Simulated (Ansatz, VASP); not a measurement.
## Two plane-wave programs on CaTl2

```xyz
6
Lattice="4.8755 0.0000 0.0000 0.0000 4.8755 0.0000 0.0000 0.0000 7.8356" Properties=species:S:1:pos:R:3 pbc="T T T"
Ca    0.0000    2.4378    5.4506
Ca    2.4378    0.0000    2.3850
Tl    0.0000    0.0000    0.0000
Tl    2.4378    2.4378    0.0000
Tl    0.0000    2.4378    2.2014
Tl    2.4378    0.0000    5.6341
```

Alike in both runs: functional PBE; k mesh 8 × 8 × 6; occupations gaussian, width 0.1 eV; no spin polarisation.

Ansatz relaxed the structure, and its values are those at the end. VASP's run is a single point on that final structure, the one shown.

```csv
,VASP,Ansatz
version,VASP 6.6.1,Ansatz 0.2.0
potentials or method,"VASP PAW PBE potentials, release 64 (Ca_sv, Tl_d), cutoff 520 eV","scalar-relativistic, plane waves, PAW"
valence electrons in the cell,72,72
```

```csv
,VASP,Ansatz,Ansatz less VASP
gap on the k mesh at the Fermi level (eV),none,none,-
pressure (GPa),0.0,0.0,+0.01
```

A gap of «none» marks a metal or a gap that the smearing closes. With one functional, cell and mesh, what is left measures potentials, basis and numerics.

Spin-orbit coupling is off throughout.
